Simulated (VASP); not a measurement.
Runs of VASP 6.6.1 on ZrC. The structure is that of space group P-6m2 (No. 187), or close to it. The cells are those of the table. 

```tsv
task	spin	cell	k mesh	cutoff (eV)	gap on the mesh (eV)	pressure (GPa)	relaxed volume (Å³/atom)
single point	off	a = 3.270, b = 3.270, c = 2.940 Å, angles 90.0, 90.0, 120.0°, 2 atoms	18 × 18 × 18	520	none	0.2	-
relaxation of cell and atoms	off	relaxed from a = 3.284, b = 3.284, c = 2.919 Å, angles 90.0, 90.0, 120.0°, 2 atoms	18 × 18 × 18	600	none	0.0	(a)
single point	collinear, ferromagnetic start	a = 3.284, b = 3.284, c = 2.919 Å, angles 90.0, 90.0, 120.0°, 2 atoms	6 × 6 × 6	520	none	0.1	-
relaxation of cell and atoms	off	relaxed from a = 3.056, b = 3.056, c = 2.975 Å, angles 90.0, 90.0, 120.0°, 2 atoms	6 × 6 × 6	600	none	0.2	13.63
single point	off	a = 3.284, b = 3.284, c = 2.919 Å, angles 90.0, 90.0, 120.0°, 2 atoms	6 × 6 × 6	520	none	0.1	-
single point	off	a = 3.056, b = 3.056, c = 2.975 Å, angles 90.0, 90.0, 120.0°, 2 atoms	6 × 6 × 6	520	none	26.8	-
```

Alike in all rows: level PBE; potentials or basis VASP PAW PBE potentials, release 64 (Zr_sv, C); smearing gaussian 0.1 eV.

Question: Fill in the values left out.

Answer: (a) 13.62.

Caveats: some runs use coarse meshes.

A k mesh can miss the band edges, and the runs leave out spin-orbit coupling on Zr.

A gap of «none» marks levels without a gap at the run's occupations.
